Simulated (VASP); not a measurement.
Write the native input for VASP 6.6.1 that does the following.

| Quantity | Value |
| --- | --- |
| Task | single point |
| Functional | LDA |
| Potentials or basis | VASP PAW LDA potentials, release 64 (Ni) |
| Cutoff | 520 eV |
| k mesh | 24 × 24 × 24 |
| Occupations | gaussian, width 0.15 eV |
| Spin | collinear spin, ferromagnetic start |
| Starting moments | [0.5] μB |
| Fixed moment | 0.5 μB |
| Dipole correction | no |
| Further INCAR settings | ALGO = Normal; EDIFF = 1e-07; NBANDS = 15 |

The structure of Ni lies in POSCAR:

```
Ni
1.0
    0.0000000000      1.7119891795      1.7119891795
    1.7119891795      0.0000000000      1.7119891795
    1.7119891795      1.7119891795      0.0000000000
Ni
1
Direct
    0.0000000000      0.0000000000      0.0000000000
```

These files were run (other wordings do the same):

INCAR

```
ALGO = Normal ; EDIFF = 1E-7
ENCUT = 520 ; ISIF = 2
ISMEAR = 0 ; ISPIN = 2
LASPH = True ; LCHARG = False
LMAXMIX = 4 ; LORBIT = 11
LREAL = False ; LWAVE = False
MAGMOM = 0.5 ; NBANDS = 15
NELM = 150 ; NUPDOWN = 0.5
PREC = Accurate ; SIGMA = 0.15
```

KPOINTS

```
k-points
0
Gamma
  24 24 24
```

Potentials or basis: VASP PAW LDA potentials, release 64 (Ni).

Command:

```sh
$ cat potpaw_LDA.64/Ni/POTCAR > POTCAR
$ mpirun -np 1 vasp_std > vasp.out
```

Results of the run:

```
Pressure                                              : -0.5 GPa
Net moment                                            : 0.50 μB per cell
Site moments                                          : Ni +0.50 μB
Valence electrons inside the program's atomic spheres : Ni 9.48
```

Caveat: the total moment is fixed, so each spin has its own Fermi level.

It took 100 s on 1 thread of Intel(R) Xeon(R) Platinum 8488C (Sapphire Rapids) (shared host), peak memory 0.19 GiB.
